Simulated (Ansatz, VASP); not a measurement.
# GaSb3 in VASP and in Ansatz

The input INCAR:

```
  ALGO = Normal
  EDIFF = 1E-6
  ENCUT = 520
  ISIF = 2
  ISMEAR = 0
  LASPH = T
  LCHARG = F
  LREAL = F
  LWAVE = F
  NBANDS = 22
  NELM = 80
  PREC = Accurate
  SIGMA = 0.15
```

File KPOINTS:

```
k-points
0
Gamma
  10 10 10
```

Contents of POSCAR:

```
GaSb3
1.0
   -0.1448800451      3.6220011279      3.4890736865
    3.4771210828      0.0000000000      3.3441936414
    3.6220011279      3.6220011279     -0.1448800451
Ga Sb
1 3
Direct
    0.0000000000      0.0000000000      0.0000000000
    0.2500000000      0.2500000000      0.2500000000
    0.7500000000      0.7500000000      0.7500000000
    0.5000000000      0.5000000000      0.5000000000
```

Input for Ansatz:

```yaml
crystal:
  lattice:
    - [-0.1448800451, 3.6220011279, 3.4890736865]
    - [3.4771210828, 0.0, 3.3441936414]
    - [3.6220011279, 3.6220011279, -0.1448800451]
  atoms:
    - { symbol: Ga, position: [0.0, 0.0, 0.0] }
    - { symbol: Sb, position: [0.25, 0.25, 0.25] }
    - { symbol: Sb, position: [0.75, 0.75, 0.75] }
    - { symbol: Sb, position: [0.5, 0.5, 0.5] }
basis:
  ecutwfc: 420
kpoints:
  mp_grid: { grid: [10, 10, 10] }
hamiltonian:
  xc: lda
  pseudopotentials: { kind: paw, azcp: { folder: soft_1 } }
scf:
  occupations: { method: gaussian, width: 0.15 }
output:
  forces: true
  stress: true
  eigenvalues: true
```

Change from the starting cell: engineering shear strain xz -0.0800, normal strain along z -0.0367.

Alike in both runs: task single point; functional LDA; k mesh 10 × 10 × 10; occupations gaussian, width 0.15 eV; no spin polarisation.

|  | VASP | Ansatz |
| --- | --- | --- |
| version | VASP 6.6.1 | Ansatz 0.2.0 |
| potentials or method | VASP PAW LDA potentials, release 64 (Ga_d, Sb), cutoff 520 eV | scalar-relativistic, plane waves, PAW |
| valence electrons in the cell | 28 | 58 |

Ansatz gave:

* gap on the k mesh at the Fermi level (eV): none
* pressure (GPa): 3.5
* traceless stress, the component that is largest in VASP (GPa): 2.14
* rms of the force components (eV/Å): 0.101

Which values does VASP return?

gap on the k mesh at the Fermi level (eV): none; pressure (GPa): 3.7; traceless stress, the component that is largest in VASP (GPa): 2.21; rms of the force components (eV/Å): 0.104.

Ansatz warns that its potentials were made for another functional, while VASP's fit it. LDA's correlation is that of Perdew and Zunger in VASP and of Perdew and Wang (1992) in Ansatz. Atom by atom the forces differ by 0.003 eV/Å (rms over components). A gap of «none» marks a metal or a gap that the smearing closes. VASP's potentials hold 28 valence electrons a cell and Ansatz's 58, so a difference there can come from the potentials and not from the codes.

Neither program's run includes spin-orbit coupling.
